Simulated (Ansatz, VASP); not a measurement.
AlN in VASP and in Ansatz

```
Al N
1.0
     0.00000    2.03886    2.03886
     2.03886    0.00000    2.03886
     2.03886    2.03886    0.00000
Al N
1 1
Direct
  0.50000 0.50000 0.50000
  0.00000 0.00000 0.00000
```

Alike in both runs: task single point; functional r2SCAN; k mesh 10 × 10 × 10; occupations gaussian, width 0.02 eV; no spin polarisation.

|  | VASP | Ansatz |
| --- | --- | --- |
| version | VASP 6.6.1 | Ansatz 0.2.0 |
| potentials or method | VASP PAW PBE potentials, release 64 (Al, N), cutoff 660 eV | scalar-relativistic, plane waves, PAW |
| valence electrons in the cell | 8 | 8 |

```csv
,VASP,Ansatz,Ansatz less VASP
gap on the k mesh at the Fermi level (eV),5.23,5.23,-0.005
least direct gap on the mesh (eV),6.14,6.09,-0.047
pressure (GPa),-8.4,-7.7,+0.70
```

VASP's potentials were made for PBE, not for r2SCAN. The functional is the same, so the differences come from potentials, cutoffs and numerics.
